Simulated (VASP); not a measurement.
Input of a VASP 6.6.1 run:

INCAR

```
PREC = Accurate ; ENCUT = 520
EDIFF = 1E-8 ; ISMEAR = -1
SIGMA = 0.05 ; LREAL = False
LASPH = True ; NELM = 100
ALGO = Normal ; ISIF = 2
LWAVE = False ; LCHARG = False
GGA = PS ; LEFG = True
NBANDS = 30
```

KPOINTS

```
regular mesh
0
Gamma
  10 10 10
```

File POSCAR:

```
InPt3
1.0
    4.0144113657      0.0000000000      0.0000000000
    0.0000000000      4.0144113657      0.0000000000
    0.0000000000      0.0000000000      4.0144113657
In Pt
1 3
Direct
    0.0000000000      0.0000000000      0.0000000000
    0.5000000000      0.5000000000      0.0000000000
    0.0000000000      0.5000000000      0.5000000000
    0.5000000000      0.0000000000      0.5000000000
```

Potentials or basis: VASP PAW PBE potentials, release 64 (In_d, Pt).

Run with:

```sh
$ cat potpaw_PBE.64/In_d/POTCAR potpaw_PBE.64/Pt/POTCAR > POTCAR
$ mpirun -np 1 vasp_std > vasp.out
```

Estimate the pressure.

-3.7 GPa.

Electric field gradients, principal values (V/Å²):
```
atom   least  middle  greatest (by size)
1 In   0.000   0.000               0.000
2 Pt  43.862  43.862             -87.725
3 Pt  43.862  43.862             -87.725
4 Pt  43.862  43.862             -87.725
```

Caveat: without QUAD_EFG the Cq values of the log hold for a quadrupole moment of 1 mb, not for the nuclei; the PAW data sets were made with another functional, which shifts forces and pressure a little.
